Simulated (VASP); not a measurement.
# Lu (P6_3/mmc) in VASP: further runs

Lu is run at these levels: LDA; tasks: single point.

Program: VASP 6.6.1. These are calculated values, not measurements. Logs are shortened: lines on timing, memory, paths and dates and some standing lists are left out, and cuts for length are marked.

## 1. The cell of the first run

The structure is hexagonal, space group P6_3/mmc (No. 194). Conventional cell: a = 3.382 Å, b = 3.382 Å, c = 5.252 Å, α = 90.00°, β = 90.00°, γ = 120.00°. Lu (site symmetry -6m2) has 12 Lu at 3.27 to 3.38 Å within 4.3 Å.

## 2. Single point, LDA

The input, INCAR:

```
PREC     = Accurate       # precision mode
ENCUT    = 520            # plane-wave cutoff, eV
EDIFF    = 1E-7           # SCF threshold, eV
ISMEAR   = 0              # smearing method
SIGMA    = 0.1            # smearing width, eV
LREAL    = False          # projectors in reciprocal space
LASPH    = True           # aspherical terms in the spheres
NELM     = 80             # most SCF steps
ALGO     = Normal         # electronic algorithm
ISIF     = 2              # what is computed and relaxed
LWAVE    = False          # write WAVECAR
LCHARG   = True           # write CHGCAR
GGA      = CA             # functional
LELF     = True           # ELF
LVHAR    = True         
NBANDS   = 32             # bands
```

The input, KPOINTS:

```
regular mesh
0
Gamma
  11 11 6
```

The input, POSCAR:

```
Lu
1.0
    3.3823924653      0.0000000000      0.0000000000
   -1.6911962327      2.9292378005      0.0000000000
    0.0000000000      0.0000000000      5.2524129119
Lu
2
Direct
    0.3333333333      0.6666666667      0.2500000000
    0.6666666667      0.3333333333      0.7500000000
```

Potentials or basis: VASP PAW PBE potentials, release 64 (Lu).

Launch:

```
cat potpaw_PBE.64/Lu/POTCAR > POTCAR
mpirun -np 1 vasp_std > vasp.out
```

OUTCAR:

```text
PREC = Accurate
   ENCUT = 520
   EDIFF = 1E-7
   ISMEAR = 0
   LREAL = False
   LASPH = True
   NELM = 80
   ISIF = 2
   GGA = CA

 ion  position               nearest neighbor table
   1  0.333  0.667  0.250-   2 3.27   2 3.27   2 3.27   2 3.27   2 3.27   2 3.27
   2  0.667  0.333  0.750-   1 3.27   1 3.27   1 3.27   1 3.27   1 3.27   1 3.27

  LATTYP: Found a hexagonal cell.
 ALAT       =     3.3823924653
 C/A-ratio  =     1.5528691498

  Lattice vectors:

 A1 = (   3.3823924653,   0.0000000000,   0.0000000000)
 A2 = (  -1.6911962327,   2.9292378005,   0.0000000000)
 A3 = (   0.0000000000,   0.0000000000,   5.2524129119)

Analysis of symmetry for initial positions (statically):
=====================================================================
 Subroutine PRICEL returns:
 Original cell was already a primitive cell.

 Routine SETGRP: Setting up the symmetry group for a
 hexagonal supercell.

 Subroutine GETGRP returns: Found 24 space group operations
 (whereof 12 operations were pure point group operations)
 out of a pool of 24 trial point group operations.

The static configuration has the point symmetry D_3d.
 The point group associated with its full space group is D_6h.

Analysis of symmetry for dynamics (positions and initial velocities):
=====================================================================
 Subroutine PRICEL returns:
 Original cell was already a primitive cell.

 Routine SETGRP: Setting up the symmetry group for a
 hexagonal supercell.

 Subroutine GETGRP returns: Found 24 space group operations
 (whereof 12 operations were pure point group operations)
 out of a pool of 24 trial point group operations.

The dynamic configuration has the point symmetry D_3d.
 The point group associated with its full space group is D_6h.

 Subroutine INISYM returns: Found 24 space group operations
 (whereof 12 operations are pure point group operations),
 and found     1 'primitive' translations

----------------------------------------------------------------------------------------

                                     Primitive cell

  volume of cell :      52.0400

  direct lattice vectors                    reciprocal lattice vectors
     3.382392465  0.000000000  0.000000000     0.295648719  0.170692868  0.000000000
    -1.691196233  2.929237801  0.000000000     0.000000000  0.341385735  0.000000000
     0.000000000  0.000000000  5.252412912     0.000000000  0.000000000  0.190388687

  length of vectors
     3.382392465  3.382392465  5.252412912     0.341385735  0.341385735  0.190388687

  position of ions in fractional coordinates (direct lattice)
     0.333333333  0.666666667  0.250000000
     0.666666667  0.333333333  0.750000000

  ion indices of the primitive-cell ions
   primitive index   ion index
                 1           1
                 2           2

----------------------------------------------------------------------------------------

 KPOINTS: regular mesh

Automatic generation of k-mesh.
 Grid dimensions read from file:
 generate k-points for:   11   11    6

 Generating k-lattice:

  Cartesian coordinates                     Fractional coordinates (reciprocal lattice)
     0.026877156  0.015517533  0.000000000     0.090909091  0.000000000  0.000000000
     0.000000000  0.031035067  0.000000000     0.000000000  0.090909091  0.000000000
     0.000000000  0.000000000  0.031731448     0.000000000  0.000000000  0.166666667

  Length of vectors
     0.031035067  0.031035067  0.031731448

  Shift w.r.t. Gamma in fractional coordinates (k-lattice)
     0.000000000  0.000000000  0.000000000

 Subroutine IBZKPT returns following result:
 ===========================================

 Found     64 irreducible k-points:

 Following reciprocal coordinates:
            Coordinates               Weight
  0.000000  0.000000  0.000000      1.000000
  0.090909  0.000000  0.000000      6.000000
  0.181818  0.000000  0.000000      6.000000
  0.272727  0.000000  0.000000      6.000000
  0.363636  0.000000  0.000000      6.000000
  0.454545  0.000000  0.000000      6.000000
[... 16 lines left out ...]
  0.090909  0.090909  0.166667     12.000000
  0.181818  0.090909  0.166667     24.000000
 [... further k-points ...]
   k-points           NKPTS =     64   k-points in BZ     NKDIM =     64   number of bands    NBANDS=     32
   number of dos      NEDOS =    301   number of ions     NIONS =      2
   total plane-waves  NPLWV =  31360
   dimension x,y,z NGX =    28 NGY =   28 NGZ =   40
   dimension x,y,z NGXF=    56 NGYF=   56 NGZF=   80
   ions per type =               2
   NGX,Y,Z   is equivalent  to a cutoff of  13.76, 13.76, 12.66 a.u.
   NGXF,Y,Z  is equivalent  to a cutoff of  27.52, 27.52, 25.32 a.u.
 SYSTEM =  unknown system
   PREC   = accura    normal or accurate (medium, high low for compatibility)
   ISTART =      0    job   : 0-new  1-cont  2-samecut
   ICHARG =      2    charge: 1-file 2-atom 10-const
   ISPIN  =      1    spin polarized calculation?
   LNONCOLLINEAR =      F non collinear calculations
   LSORBIT =      F    spin-orbit coupling
   LASPH  =      T    aspherical Exc in radial PAW
   ENCUT  =  520.0 eV  38.22 Ry    6.18 a.u.   6.29  6.29  9.77*2*pi/ulx,y,z
   NELM   =     80;   NELMIN=  2; NELMDL= -5     # of ELM steps
   EDIFF  = 0.1E-06   stopping-criterion for ELM
   LREAL  =      F    real-space projection
   EDIFFG = 0.1E-05   stopping-criterion for IOM
   NSW    =      0    number of steps for IOM
   IBRION =     -1    ionic relax: 0-MD 1-quasi-New 2-CG
   NFREE  =      0    steps in history (QN), initial steepest desc. (CG)
   ISIF   =      2    stress and relaxation
   ISYM   =      2    0-nonsym 1-usesym 2-fastsym
   POTIM  = 0.5000    time-step for ionic-motion
   TEBEG  =    0.0;   TEEND  =   0.0 temperature during run
   PSTRESS=    0.0 pullay stress
   NELECT =      50.0000    total number of electrons
   NUPDOWN=      -1.0000    fix difference up-down
   EMIN   =  10.00;   EMAX   =-10.00  energy-range for DOS
   EFERMI =   0.00;   METHOD = LEGACY
   ISMEAR =     0;   SIGMA  =   0.10  broadening in eV -4-tet -1-fermi 0-gaus
   EFERMI_NEDOS =   21; number of points for ismear=-14 and -15
   IALGO  =     38    algorithm
   IMIX   =      4    mixing-type and parameters
     AMIX     =   0.40;   BMIX     =  1.00
     AMIX_MAG =   1.60;   BMIX_MAG =  1.00
  volume/ion in A,a.u.               =      26.02       175.59
  Fermi-wavevector in a.u.,A,eV,Ry     =   1.615421  3.052703 35.505551  2.609584
  Thomas-Fermi vector in A             =   2.710171
   LORBIT       =      0    0 simple, 1 ext, 2 COOP (PROOUT), +10 PAW based schemes
   GGA     = CA    functional components
   LHFCALC =     F    Hartree Fock is set to
   AEXX    =    0.0000 exact exchange contribution
   IVDW    =     0    specifies the selected vdW correction
   LEPSILON=     F    determine dielectric tensor
   LRPA    =     F    only Hartree local field effects (RPA)
 non-spin polarized calculation
 Gauss-broadening in eV      SIGMA  =   0.10
  energy-cutoff  :      520.00
  volume of cell :       52.04
 maximum number of plane-waves:      1423
 NGX is ok and might be reduce to    28
   NGX = 13   NGY = 13   NGZ = 19

 number of electron      49.9999981 magnetization

 Free energy of the ion-electron system (eV)
  ---------------------------------------------------
  ext. energy  EPLUGINS =         0.00000000
  ---------------------------------------------------
  free energy    TOTEN  =       -10.39966025 eV

  energy without entropy =      -10.38879378  energy(sigma->0) =      -10.39422702

 E-fermi :   2.3675     XC(G=0): -11.5479

 val. band max:        2.3633154638   @ k =   0.4545   0.0909   0.3333
 cond. band min:       2.4047474782   @ k =   0.4545   0.0000   0.3333
 fundamental gap:      0.0414320144
 Fermi energy:         2.3675138149

 k-point     1 :       0.0000    0.0000    0.0000
  band No.  band energies     occupation
      1     -53.3152      2.00000
      2     -53.2513      2.00000
      3     -24.6160      2.00000
      4     -23.9794      2.00000
      5     -23.9794      2.00000
      6     -23.8522      2.00000
[... 24 lines left out ...]
     31       5.9037      0.00000
     32       5.9037      0.00000

 k-point     2 :       0.0909    0.0000    0.0000
  band No.  band energies     occupation
      1     -53.3119      2.00000
      2     -53.2503      2.00000
      3     -24.5965      2.00000
      4     -24.0181      2.00000
      5     -23.9929      2.00000
      6     -23.8935      2.00000
[... 24 lines left out ...]
     31       5.6099      0.00000
     32       5.6811      0.00000

 k-point     3 :       0.1818    0.0000    0.0000
  band No.  band energies     occupation
      1     -53.3027      2.00000
      2     -53.2477      2.00000
      3     -24.5408      2.00000
      4     -24.1223      2.00000
      5     -24.0278      2.00000
      6     -24.0007      2.00000
[... 24 lines left out ...]
     31       6.0442      0.00000
     32       6.1724      0.00000

 k-point     4 :       0.2727    0.0000    0.0000
  band No.  band energies     occupation
      1     -53.2900      2.00000
      2     -53.2452      2.00000
      3     -24.4582      2.00000
      4     -24.2593      2.00000
      5     -24.1341      2.00000
      6     -24.0712      2.00000
[... 24 lines left out ...]
     31       6.8114      0.00000
     32       7.0867      0.00000

 k-point     5 :       0.3636    0.0000    0.0000
  band No.  band energies     occupation
      1     -53.2769      2.00000
      2     -53.2441      2.00000
      3     -24.3850      2.00000
      4     -24.3646      2.00000
      5     -24.2506      2.00000
      6     -24.1096      2.00000
[... 584 lines left out ...]
     31       7.7637      0.00000
     32       8.0012      0.00000

 k-point    22 :       0.4545    0.0000    0.1667
  band No.  band energies     occupation
      1     -53.2662      2.00000
      2     -53.2465      2.00000
      3     -24.5051      2.00000
      4     -24.3687      2.00000
      5     -24.2123      2.00000
      6     -24.1181      2.00000
[... 24 lines left out ...]
     31       8.8862      0.00000
     32       8.9891      0.00000

 k-point    23 :       0.0909    0.0909    0.1667
  band No.  band energies     occupation
      1     -53.3018      2.00000
      2     -53.2523      2.00000
      3     -24.5200      2.00000
      4     -24.0652      2.00000
      5     -24.0359      2.00000
      6     -23.9804      2.00000
[... 24 lines left out ...]
     31       6.0187      0.00000
     32       6.4208      0.00000

 k-point    24 :       0.1818    0.0909    0.1667
  band No.  band energies     occupation
      1     -53.2914      2.00000
      2     -53.2492      2.00000
      3     -24.4724      2.00000
      4     -24.1697      2.00000
      5     -24.1345      2.00000
      6     -24.0368      2.00000
[... 24 lines left out ...]
     31       6.4047      0.00000
     32       7.0207      0.00000

 [... further k-points ...]
[... 5 lines left out ...]
  --------------------------------------------------------------------------------------
  -------------------------------------------------------------------------------------
  Total        0.0502766      0.0502766     -0.0892779     -0.0000000      0.0000000      0.0000000
  in kB        1.5478851      1.5478851     -2.7486356     -0.0000000      0.0000000      0.0000000
  external PRESSURE =       0.1157115 kB  Pullay stress =       0.0000000 kB

 VOLUME and BASIS-vectors are now :
 -----------------------------------------------------------------------------
  energy-cutoff  :      520.00
  volume of cell :       52.04
      direct lattice vectors                 reciprocal lattice vectors
     3.382392465  0.000000000  0.000000000     0.295648719  0.170692868  0.000000000
    -1.691196233  2.929237801  0.000000000     0.000000000  0.341385735  0.000000000
     0.000000000  0.000000000  5.252412912     0.000000000  0.000000000  0.190388687

 POSITION                                       TOTAL-FORCE (eV/Angst)
 -----------------------------------------------------------------------------------
     -0.00000      1.95283      1.31310         0.000000      0.000000      0.000000
      1.69120      0.97641      3.93931        -0.000000     -0.000000      0.000000
 -----------------------------------------------------------------------------------
    total drift:                               -0.000000      0.000000     -0.000000

  FREE ENERGIE OF THE ION-ELECTRON SYSTEM (eV)
  ---------------------------------------------------
  free  energy   TOTEN  =       -10.3996602526 eV

  energy  without entropy=      -10.3887937805  energy(sigma->0) =      -10.39422702
```

Run time: 85 s. Hardware: 1 thread of Intel Xeon Platinum 8259CL at 2.50GHz (Skylake/Cascade Lake), shared host; peak memory 0.22 GiB.

What came out:

```
Free energy            : -10.3997 eV
Pressure               : 0.0 GPa
Band gap on the k mesh : zero (band 25 reaches 3.62 eV, above the bottom of band 26 at 1.71 eV)
```

Stress tensor (GPa, compression positive):
```
 0.15  0.00  0.00
 0.00  0.15  0.00
 0.00  0.00 -0.27
```

Levels at points of the mesh, in eV from the Fermi level:
```
           k point  band 21  band 22  band 23  band 24  band 25  band 26  band 27  band 28  band 29  band 30
(0.00, 0.00, 0.00)    -4.75    -4.73    -4.72    -2.61     1.25     2.16     2.16     2.70     3.00     3.00
(0.00, 0.00, 0.50)    -4.72    -4.72    -4.39    -4.39     1.25     1.25     2.04     2.04     2.04     2.04
```

Caveat: the PAW data sets were made with another functional, which shifts forces and pressure a little; spin-orbit coupling is left out, which moves the levels of the heavy elements.

[end of part 1 of 2]
